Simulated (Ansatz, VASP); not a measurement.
**Pt in VASP and in Ansatz**

INCAR

```
PREC     = Accurate       # precision mode
ENCUT    = 520            # plane-wave cutoff, eV
EDIFF    = 1E-6           # SCF threshold, eV
ISMEAR   = 0              # smearing method
SIGMA    = 0.15           # smearing width, eV
LREAL    = F              # projectors in reciprocal space
LASPH    = T              # aspherical terms in the spheres
NELM     = 100            # most SCF steps
ALGO     = Normal         # electronic algorithm
ISIF     = 2              # what is computed and relaxed
LWAVE    = F              # write WAVECAR
LCHARG   = T              # write CHGCAR
GGA      = PE             # functional
LELF     = T              # ELF
LVHAR    = T            
NBANDS   = 11             # bands
```

The input KPOINTS:

```
regular mesh
0
Gamma
  24 24 24
```

Contents of POSCAR:

```
Pt
1.0
    0.0000000000      1.9579000000      1.9579000000
    1.9579000000      0.0000000000      1.9579000000
    1.9579000000      1.9579000000      0.0000000000
Pt
1
Direct
    0.0000000000      0.0000000000      0.0000000000
```

Input for Ansatz:

```yaml
crystal:
  lattice:
    - [0.0, 1.9579, 1.9579]
    - [1.9579, 0.0, 1.9579]
    - [1.9579, 1.9579, 0.0]
  atoms:
    - { symbol: Pt, position: [0.0, 0.0, 0.0] }
basis:
  ecutwfc: 420
kpoints:
  mp_grid: { grid: [24, 24, 24] }
hamiltonian:
  xc: pbe
scf:
  occupations: { method: gaussian, width: 0.15 }
output:
  forces: true
  stress: true
  eigenvalues: true
```

Alike in both runs: task single point; functional PBE; k mesh 24 × 24 × 24; occupations gaussian, width 0.15 eV; no spin polarisation.

|  | VASP | Ansatz |
| --- | --- | --- |
| version | VASP 6.6.1 | Ansatz 0.2.0 |
| potentials or method | VASP PAW PBE potentials, release 64 (Pt), cutoff 520 eV | scalar-relativistic, plane waves, PAW |
| valence electrons in the cell | 10 | 18 |

Ansatz gave:

```
gap on the k mesh at the Fermi level (eV) : none
pressure (GPa)                            : 11.6
```

**Question.** Which values does VASP return?

**Answer.** gap on the k mesh at the Fermi level (eV): none; pressure (GPa): 11.0.

A gap of «none» marks a metal or a gap that the smearing closes. With one functional, cell and mesh, what is left measures potentials, basis and numerics. VASP's potentials hold 10 valence electrons a cell and Ansatz's 18, so a difference there can come from the potentials and not from the codes.

Neither program's run includes spin-orbit coupling.
